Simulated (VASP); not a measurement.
Pb:

```
Pb
1.0
     0.00000    3.48426    3.48426
     3.48426    0.00000    3.48426
     3.48426    3.48426    0.00000
Pb
2
Direct
  0.25000 0.25000 0.25000
  0.00000 0.00000 0.00000
```

Base run:

| Quantity | Value |
| --- | --- |
| Program | VASP 6.6.1 |
| Functional | PBE |
| Potentials or basis | VASP PAW PBE potentials, release 64 (Pb_d) |
| Cutoff | 520 eV |
| k mesh | 7 × 7 × 7 |
| Occupations | fermi-dirac, width 0.05 eV |
| Spin | no spin polarisation |

Its results: band gap on the k mesh zero (band 14 reaches 4.38 eV, above the bottom of band 15 at 3.33 eV); pressure 1.0 GPa.

Q: The run is repeated on the same cell with these changes: functional from PBE to r2SCAN; further incar settings from ALGO = Fast; EDIFF = 1e-06; NBANDS = 21 to ALGO = Normal; EDIFF = 1e-06; NBANDS = 21. What comes out?

A: Band gap on the k mesh zero (band 14 reaches 4.22 eV, above the bottom of band 15 at 3.12 eV); pressure -0.2 GPa.

Caveats: spin-orbit coupling is left out, which moves the levels of the heavy elements; the PAW data sets were made with another functional, which shifts forces and pressure a little (some runs).
